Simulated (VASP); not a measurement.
# BP (sol) (F-43m) in VASP: a series of runs

BP (sol) is run at these levels: PBEsol; tasks: single point, relaxation of cell and atoms.

Everything below comes from runs of VASP 6.6.1. Logs are shortened: lines on timing, memory, paths and dates and some standing lists are left out, and cuts for length are marked.

## Step 1: The cell of the first run

It takes space group F-43m (No. 216, cubic). The conventional cell has a = 4.532 Å, b = 4.532 Å, c = 4.532 Å, α = 90.00°, β = 90.00°, γ = 90.00°. B (site symmetry -43m) has 4 P at 1.96 Å within 2.6 Å. Within 2.6 Å of P (site symmetry -43m) lie 4 B at 1.96 Å.

## Step 2: Single point, PBEsol

The input, INCAR:

```
SYSTEM = BP
PREC = Accurate
ENCUT = 500
EDIFF = 1E-6
ISMEAR = 0
SIGMA = 0.1
LREAL = .False.
LASPH = .True.
NELM = 120
ALGO = Normal
ISIF = 2
LWAVE = .False.
LCHARG = .True.
GGA = PS
LELF = .True.
LVHAR = .True.
NBANDS = 11
GGA_COMPAT = .False.
```

The input, KPOINTS:

```
regular mesh
0
Gamma
  8 8 8
  0 0 0
```

The input, POSCAR:

```
BP
1.0
    0.0000000000      2.2660723800      2.2660723800
    2.2660723800      0.0000000000      2.2660723800
    2.2660723800      2.2660723800      0.0000000000
B P
1 1
Direct
    0.0000000000      0.0000000000      0.0000000000
    0.7500000000      0.7500000000      0.7500000000
```

Potentials or basis: VASP PAW PBE potentials, release 64 (B, P).

Command:

```
> cat potpaw_PBE.64/B/POTCAR potpaw_PBE.64/P/POTCAR > POTCAR
> mpirun -np 1 vasp_std > vasp.out
```

OUTCAR:

```text
SYSTEM = BP
   PREC = Accurate
   ENCUT = 500
   EDIFF = 1E-6
   ISMEAR = 0
   LREAL = .False.
   LASPH = .True.
   NELM = 120
   ISIF = 2
   GGA = PS

 ion  position               nearest neighbor table
   1  0.000  0.000  0.000-   2 1.96   2 1.96   2 1.96   2 1.96
   2  0.750  0.750  0.750-   1 1.96   1 1.96   1 1.96   1 1.96

  LATTYP: Found a face centered cubic cell.
 ALAT       =     4.5321447600

  Lattice vectors:

 A1 = (   0.0000000000,   2.2660723800,   2.2660723800)
 A2 = (   2.2660723800,   0.0000000000,   2.2660723800)
 A3 = (   2.2660723800,   2.2660723800,   0.0000000000)

Analysis of symmetry for initial positions (statically):
=====================================================================
 Subroutine PRICEL returns:
 Original cell was already a primitive cell.

 Routine SETGRP: Setting up the symmetry group for a
 face centered cubic supercell.

 Subroutine GETGRP returns: Found 24 space group operations
 (whereof 24 operations were pure point group operations)
 out of a pool of 48 trial point group operations.

The static configuration has the point symmetry T_d .

Analysis of symmetry for dynamics (positions and initial velocities):
=====================================================================
 Subroutine PRICEL returns:
 Original cell was already a primitive cell.

 Routine SETGRP: Setting up the symmetry group for a
 face centered cubic supercell.

 Subroutine GETGRP returns: Found 24 space group operations
 (whereof 24 operations were pure point group operations)
 out of a pool of 48 trial point group operations.

The dynamic configuration has the point symmetry T_d .

 Subroutine INISYM returns: Found 24 space group operations
 (whereof 24 operations are pure point group operations),
 and found     1 'primitive' translations

----------------------------------------------------------------------------------------

                                     Primitive cell

  volume of cell :      23.2729

  direct lattice vectors                    reciprocal lattice vectors
     0.000000000  2.266072380  2.266072380    -0.220646085  0.220646085  0.220646085
     2.266072380  0.000000000  2.266072380     0.220646085 -0.220646085  0.220646085
     2.266072380  2.266072380  0.000000000     0.220646085  0.220646085 -0.220646085

  length of vectors
     3.204710293  3.204710293  3.204710293     0.382170230  0.382170230  0.382170230

  position of ions in fractional coordinates (direct lattice)
     0.000000000  0.000000000  0.000000000
     0.750000000  0.750000000  0.750000000

  ion indices of the primitive-cell ions
   primitive index   ion index
                 1           1
                 2           2

----------------------------------------------------------------------------------------

 KPOINTS: regular mesh

Automatic generation of k-mesh.
 Grid dimensions read from file:
 generate k-points for:    8    8    8

 Generating k-lattice:

  Cartesian coordinates                     Fractional coordinates (reciprocal lattice)
    -0.027580761  0.027580761  0.027580761     0.125000000  0.000000000  0.000000000
     0.027580761 -0.027580761  0.027580761     0.000000000  0.125000000  0.000000000
     0.027580761  0.027580761 -0.027580761     0.000000000  0.000000000  0.125000000

  Length of vectors
     0.047771279  0.047771279  0.047771279

  Shift w.r.t. Gamma in fractional coordinates (k-lattice)
     0.000000000  0.000000000  0.000000000

 Subroutine IBZKPT returns following result:
 ===========================================

 Found     29 irreducible k-points:

 Following reciprocal coordinates:
            Coordinates               Weight
  0.000000  0.000000  0.000000      1.000000
  0.125000  0.000000  0.000000      8.000000
  0.250000  0.000000  0.000000      8.000000
  0.375000  0.000000  0.000000      8.000000
  0.500000  0.000000  0.000000      4.000000
  0.125000  0.125000  0.000000      6.000000
[... 16 lines left out ...]
  0.500000  0.250000  0.125000     48.000000
 -0.375000  0.250000  0.125000     24.000000
 [... further k-points ...]
   k-points           NKPTS =     29   k-points in BZ     NKDIM =     29   number of bands    NBANDS=     11
   number of dos      NEDOS =    301   number of ions     NIONS =      2
   total plane-waves  NPLWV =  13824
   dimension x,y,z NGX =    24 NGY =   24 NGZ =   24
   dimension x,y,z NGXF=    48 NGYF=   48 NGZF=   48
   ions per type =               1   1
   NGX,Y,Z   is equivalent  to a cutoff of  12.45, 12.45, 12.45 a.u.
   NGXF,Y,Z  is equivalent  to a cutoff of  24.90, 24.90, 24.90 a.u.
 SYSTEM =  BP
   PREC   = accura    normal or accurate (medium, high low for compatibility)
   ISTART =      0    job   : 0-new  1-cont  2-samecut
   ICHARG =      2    charge: 1-file 2-atom 10-const
   ISPIN  =      1    spin polarized calculation?
   LNONCOLLINEAR =      F non collinear calculations
   LSORBIT =      F    spin-orbit coupling
   LASPH  =      T    aspherical Exc in radial PAW
   ENCUT  =  500.0 eV  36.75 Ry    6.06 a.u.   5.84  5.84  5.84*2*pi/ulx,y,z
   NELM   =    120;   NELMIN=  2; NELMDL= -5     # of ELM steps
   EDIFF  = 0.1E-05   stopping-criterion for ELM
   LREAL  =      F    real-space projection
   EDIFFG = 0.1E-04   stopping-criterion for IOM
   NSW    =      0    number of steps for IOM
   IBRION =     -1    ionic relax: 0-MD 1-quasi-New 2-CG
   NFREE  =      0    steps in history (QN), initial steepest desc. (CG)
   ISIF   =      2    stress and relaxation
   ISYM   =      2    0-nonsym 1-usesym 2-fastsym
   POTIM  = 0.5000    time-step for ionic-motion
   TEBEG  =    0.0;   TEEND  =   0.0 temperature during run
   PSTRESS=    0.0 pullay stress
   NELECT =       8.0000    total number of electrons
   NUPDOWN=      -1.0000    fix difference up-down
   EMIN   =  10.00;   EMAX   =-10.00  energy-range for DOS
   EFERMI =   0.00;   METHOD = LEGACY
   ISMEAR =     0;   SIGMA  =   0.10  broadening in eV -4-tet -1-fermi 0-gaus
   EFERMI_NEDOS =   21; number of points for ismear=-14 and -15
   IALGO  =     38    algorithm
   IMIX   =      4    mixing-type and parameters
     AMIX     =   0.40;   BMIX     =  1.00
     AMIX_MAG =   1.60;   BMIX_MAG =  1.00
  volume/ion in A,a.u.               =      11.64        78.53
  Fermi-wavevector in a.u.,A,eV,Ry     =   1.146800  2.167138 17.893708  1.315150
  Thomas-Fermi vector in A             =   2.283483
   LORBIT       =      0    0 simple, 1 ext, 2 COOP (PROOUT), +10 PAW based schemes
   GGA     = PS    functional components
   LHFCALC =     F    Hartree Fock is set to
   AEXX    =    0.0000 exact exchange contribution
   IVDW    =     0    specifies the selected vdW correction
   LEPSILON=     F    determine dielectric tensor
   LRPA    =     F    only Hartree local field effects (RPA)
 non-spin polarized calculation
 Gauss-broadening in eV      SIGMA  =   0.10
  energy-cutoff  :      500.00
  volume of cell :       23.27
 maximum number of plane-waves:       609
   NGX = 11   NGY = 11   NGZ = 11

 number of electron       8.0000000 magnetization

 Free energy of the ion-electron system (eV)
  ---------------------------------------------------
  ext. energy  EPLUGINS =         0.00000000
  ---------------------------------------------------
  free energy    TOTEN  =       -13.67070291 eV

  energy without entropy =      -13.67070291  energy(sigma->0) =      -13.67070291

 E-fermi :   7.8866     XC(G=0): -11.0618

 val. band max:        7.4522863724   @ k =   0.0000   0.0000   0.0000
 cond. band min:       8.6106603560   @ k =   0.3750   0.3750   0.0000
 fundamental gap:      1.1583739836
 Fermi energy:         7.8865730170

 k-point     1 :       0.0000    0.0000    0.0000
  band No.  band energies     occupation
      1      -8.0808      2.00000
      2       7.4523      2.00000
      3       7.4523      2.00000
      4       7.4523      2.00000
      5      10.8144      0.00000
      6      10.8144      0.00000
      7      10.8144      0.00000
      8      14.8538      0.00000
      9      18.7209      0.00000
     10      19.5846      0.00000
     11      19.5846      0.00000

 k-point     2 :       0.1250    0.0000    0.0000
  band No.  band energies     occupation
      1      -7.7979      2.00000
      2       5.5775      2.00000
      3       7.0178      2.00000
      4       7.0178      2.00000
      5      11.3520      0.00000
      6      11.4134      0.00000
      7      11.4134      0.00000
      8      15.6285      0.00000
      9      18.6309      0.00000
     10      18.6309      0.00000
     11      19.5722      0.00000

 k-point     3 :       0.2500    0.0000    0.0000
  band No.  band energies     occupation
      1      -6.9674      2.00000
      2       2.5620      2.00000
      3       6.3231      2.00000
      4       6.3231      2.00000
      5      11.4218      0.00000
      6      12.1803      0.00000
      7      12.1803      0.00000
      8      17.0081      0.00000
      9      18.3603      0.00000
     10      18.3603      0.00000
     11      20.3021      0.00000

 k-point     4 :       0.3750    0.0000    0.0000
  band No.  band energies     occupation
      1      -5.6925      2.00000
      2      -0.1867      2.00000
      3       5.8442      2.00000
      4       5.8442      2.00000
      5      11.2745      0.00000
      6      12.2184      0.00000
      7      12.2184      0.00000
      8      17.4609      0.00000
      9      20.0414      0.00000
     10      20.0414      0.00000
     11      21.1340      0.00000

 k-point     5 :       0.5000    0.0000    0.0000
  band No.  band energies     occupation
      1      -4.7157      2.00000
      2      -1.6725      2.00000
      3       5.6806      2.00000
      4       5.6806      2.00000
      5      11.2081      0.00000
      6      12.1042      0.00000
      7      12.1042      0.00000
      8      17.3937      0.00000
      9      22.0691      0.00000
     10      22.0691      0.00000
     11      22.1228      0.00000
[... 211 lines left out ...]
 k-point    21 :       0.5000    0.5000    0.0000
  band No.  band energies     occupation
      1      -3.1840      2.00000
      2      -1.1678      2.00000
      3       3.2921      2.00000
      4       3.2921      2.00000
      5       8.6701      0.00000
      6       8.9647      0.00000
      7      19.5845      0.00000
      8      19.5845      0.00000
      9      22.6290      0.00000
     10      24.2536      0.00000
     11      25.4378      0.00000

 k-point    22 :       0.3750    0.2500    0.1250
  band No.  band energies     occupation
      1      -6.2388      2.00000
      2       2.4980      2.00000
      3       3.6017      2.00000
      4       5.4528      2.00000
      5      10.8465      0.00000
      6      13.3865      0.00000
      7      13.6039      0.00000
      8      14.9602      0.00000
      9      19.0187      0.00000
     10      21.2858      0.00000
     11      22.9797      0.00000

 k-point    23 :       0.5000    0.2500    0.1250
  band No.  band energies     occupation
      1      -4.9949      2.00000
      2       0.3033      2.00000
      3       2.9553      2.00000
      4       4.6679      2.00000
      5      11.4774      0.00000
      6      12.8669      0.00000
      7      14.7223      0.00000
      8      15.7670      0.00000
      9      19.8220      0.00000
     10      20.8097      0.00000
     11      24.4119      0.00000

 k-point    24 :      -0.3750    0.2500    0.1250
  band No.  band energies     occupation
      1      -4.0532      2.00000
      2      -1.0700      2.00000
      3       2.8809      2.00000
      4       4.2915      2.00000
      5      11.5512      0.00000
      6      12.5987      0.00000
      7      15.7517      0.00000
      8      17.1977      0.00000
      9      17.8268      0.00000
     10      21.8500      0.00000
     11      24.1468      0.00000

 [... further k-points ...]
[... 5 lines left out ...]
  --------------------------------------------------------------------------------------
  -------------------------------------------------------------------------------------
  Total       -0.1744167     -0.1744167     -0.1744167      0.0000000      0.0000000      0.0000000
  in kB      -12.0073509    -12.0073509    -12.0073509      0.0000000      0.0000000      0.0000000
  external PRESSURE =     -12.0073509 kB  Pullay stress =       0.0000000 kB

 VOLUME and BASIS-vectors are now :
 -----------------------------------------------------------------------------
  energy-cutoff  :      500.00
  volume of cell :       23.27
      direct lattice vectors                 reciprocal lattice vectors
     0.000000000  2.266072380  2.266072380    -0.220646085  0.220646085  0.220646085
     2.266072380  0.000000000  2.266072380     0.220646085 -0.220646085  0.220646085
     2.266072380  2.266072380  0.000000000     0.220646085  0.220646085 -0.220646085

 POSITION                                       TOTAL-FORCE (eV/Angst)
 -----------------------------------------------------------------------------------
      0.00000      0.00000      0.00000        -0.000000      0.000000     -0.000000
      3.39911      3.39911      3.39911         0.000000     -0.000000      0.000000
 -----------------------------------------------------------------------------------
    total drift:                               -0.000000     -0.000000     -0.000000

  FREE ENERGIE OF THE ION-ELECTRON SYSTEM (eV)
  ---------------------------------------------------
  free  energy   TOTEN  =       -13.6707029144 eV

  energy  without entropy=      -13.6707029144  energy(sigma->0) =      -13.67070291
```

Run time: 10 s. Hardware: 1 thread of Intel Xeon 8259CL, shared host; peak memory 0.13 GiB.

What came out:

```yaml
Free_energy: -13.6707 eV
Pressure: -1.2 GPa
Band_gap_on_the_k_mesh: 1.16 eV, indirect (least direct gap 3.36 eV)
```

Caveat: the PAW data sets were made with another functional, which shifts forces and pressure a little. A k mesh can miss the band edges.

## Step 3: Single point, PBEsol

This run uses another cell than the first one, of 11.54 Å³/atom, 0.992 times its volume.

The input, INCAR:

```
SYSTEM = BP
  PREC = Accurate
  ENCUT = 500
  EDIFF = 1E-6
  ISMEAR = 0
  SIGMA = 0.02
  LREAL = .FALSE.
  LASPH = .TRUE.
  NELM = 120
  ALGO = Normal
  ISIF = 2
  LWAVE = .FALSE.
  LCHARG = .FALSE.
  GGA = PS
  NBANDS = 11
  GGA_COMPAT = .FALSE.
```

The input, KPOINTS:

```
regular mesh
0
G
  10 10 10
  0 0 0
```

The input, POSCAR:

```
BP
1.0
    0.0000000000      2.2600812336      2.2600812336
    2.2600812336      0.0000000000      2.2600812336
    2.2600812336      2.2600812336      0.0000000000
B P
1 1
Direct
    0.0000000000      0.0000000000      0.0000000000
    0.7500000000      0.7500000000      0.7500000000
```

Potentials or basis: VASP PAW PBE potentials, release 64 (B, P).

Command:

```
> cat potpaw_PBE.64/B/POTCAR potpaw_PBE.64/P/POTCAR > POTCAR
> mpirun -np 1 vasp_std > vasp.out
```

Run time: 12 s. Hardware: 1 thread of Intel Xeon 8259CL, shared host; peak memory 0.13 GiB.

It converged, with:

```yaml
Free_energy: -13.6733 eV
Pressure: 0.1 GPa
Band_gap_on_the_k_mesh: 1.12 eV, indirect (least direct gap 3.37 eV)
```

Levels at points of the mesh, in eV from the valence-band top:
```csv
k point,band 1,band 2,band 3,band 4,band 5,band 6,band 7,band 8,band 9
"(0.00, 0.00, 0.00)",-15.60,0.00,0.00,0.00,3.37,3.37,3.37,7.52,11.32
"(0.50, 0.00, 0.00)",-12.21,-9.18,-1.78,-1.78,3.80,4.66,4.66,9.97,14.67
"(0.50, 0.50, 0.00)",-10.67,-8.66,-4.19,-4.19,1.20,1.51,12.21,12.21,15.27
```

Caveat: the PAW data sets were made with another functional, which shifts forces and pressure a little. A k mesh can miss the band edges.

## Step 4: Relaxation of cell and atoms, PBEsol

The input, INCAR:

```
SYSTEM = BP
  PREC = Accurate
  ENCUT = 500
  EDIFF = 1E-7
  ISMEAR = 0
  SIGMA = 0.02
  LREAL = .False.
  LASPH = .True.
  NELM = 120
  ALGO = Normal
  ISIF = 3
  LWAVE = .False.
  LCHARG = .False.
  GGA = PS
  IBRION = 2
  NSW = 100
  EDIFFG = -0.002
  GGA_COMPAT = .False.
  NELMIN = 4
```

The input, KPOINTS:

```
regular mesh
0
Gamma
  10 10 10
  0 0 0
```

The input, POSCAR:

```
BP
1.0
    0.0000000000      2.2660723800      2.2660723800
    2.2660723800      0.0000000000      2.2660723800
    2.2660723800      2.2660723800      0.0000000000
B P
1 1
Direct
    0.0000000000      0.0000000000      0.0000000000
    0.7500000000      0.7500000000      0.7500000000
```

Command:

```
> cat potpaw_PBE.64/B/POTCAR potpaw_PBE.64/P/POTCAR > POTCAR
> mpirun -np 1 vasp_std > vasp.out
```

Run time: 24 s. Hardware: 1 thread of Intel Xeon 8259CL, shared host; peak memory 0.13 GiB.

It converged, with:

- Free energy: -13.6734 eV
- Relaxed volume: 11.55 Å³/atom
- Relaxed cell: a = 3.197 Å, b = 3.197 Å, c = 3.197 Å, α = 60.00°, β = 60.00°, γ = 60.00°
- Space group after relaxing (to 0.05 Å): F-43m (No. 216)
- Energy gained by relaxing: 0.3 meV/atom
- Ionic steps: 3
- Pressure after relaxing: 0.0 GPa
- Band gap on the k mesh: 1.12 eV, indirect (least direct gap 3.37 eV)

Step by step:
```tsv
step	energy change (eV)	largest force (eV/Å)	pressure (GPa)	volume (Å³)
1	0.0000	0.0000	-1.21	23.27
2	-0.0003	0.0000	0.94	22.98
3	-0.0006	0.0000	0.00	23.10
```

Final structure:
```
CELL_PARAMETERS angstrom
0.00000 2.26055 2.26055
2.26055 0.00000 2.26055
2.26055 2.26055 0.00000
ATOMIC_POSITIONS crystal
B 0.00000 0.00000 0.00000
P 0.75000 0.75000 0.75000
```

Levels at points of the mesh, in eV from the valence-band top:
```
           k point  band 1  band 2  band 3  band 4  band 5  band 6  band 7  band 8
(0.00, 0.00, 0.00)  -15.60    0.00    0.00    0.00    3.37    3.37    3.37    7.51
(0.50, 0.00, 0.00)  -12.21   -9.18   -1.78   -1.78    3.80    4.66    4.66    9.97
(0.50, 0.50, 0.00)  -10.66   -8.66   -4.19   -4.19    1.20    1.51   12.20   12.20
```

Caveat: the PAW data sets were made with another functional, which shifts forces and pressure a little. A k mesh can miss the band edges.

## Step 5: Overview

```csv
task,cell,k mesh,smearing,gap on the mesh (eV),pressure (GPa)
single point,"a = 3.205 Å, angles 60.0°, 2 atoms",8 × 8 × 8,gaussian 0.1 eV,1.16,-1.2
single point,"a = 3.196 Å, angles 60.0°, 2 atoms",10 × 10 × 10,gaussian 0.02 eV,1.12,0.1
relaxation of cell and atoms,"relaxed from a = 3.205 Å, angles 60.0°, 2 atoms",10 × 10 × 10,gaussian 0.02 eV,1.12,0.0
```

Alike in all rows: level PBEsol; potentials or basis VASP PAW PBE potentials, release 64 (B, P); no spin polarisation; cutoff (eV) 500.

Caveats: the PAW data sets were made with another functional, which shifts forces and pressure a little.

Total energies depend on the potentials used, so only differences within one code and one set of settings carry meaning.
